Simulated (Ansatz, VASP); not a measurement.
## Two plane-wave programs on Al2Ru

```
CELL_PARAMETERS angstrom
-1.54946 1.54946 4.17531
1.54946 -1.54946 4.17531
1.54946 1.54946 -4.17531
ATOMIC_POSITIONS crystal
Al 0.65909 0.65909 0.00000
Al 0.34091 0.34091 0.00000
Ru 0.00000 0.00000 0.00000
```

Alike in both runs: functional LDA; k mesh 18 × 18 × 18; occupations gaussian, width 0.1 eV; no spin polarisation.

Ansatz relaxed the structure, and its values are those at the end. VASP's run is a single point on that final structure, the one shown.

```csv
,VASP,Ansatz
version,VASP 6.6.1,Ansatz 0.2.0
potentials or method,"VASP PAW LDA potentials, release 64 (Al, Ru_pv), cutoff 520 eV","scalar-relativistic, plane waves, PAW"
valence electrons in the cell,20,22
```

|  | VASP | Ansatz | Ansatz less VASP |
| --- | --- | --- | --- |
| gap on the k mesh at the Fermi level (eV) | none | none | - |
| pressure (GPa) | 0.5 | 0.0 | -0.48 |
| rms of the force components (eV/Å) | 0.007 | 0.000 | -0.0074 |

Ansatz warns that its potentials were made for another functional, while VASP's fit it. LDA's correlation is that of Perdew and Zunger in VASP and of Perdew and Wang (1992) in Ansatz. A gap of «none» marks a metal or a gap that the smearing closes. VASP's potentials hold 20 valence electrons a cell and Ansatz's 22, so a difference there can come from the potentials and not from the codes.
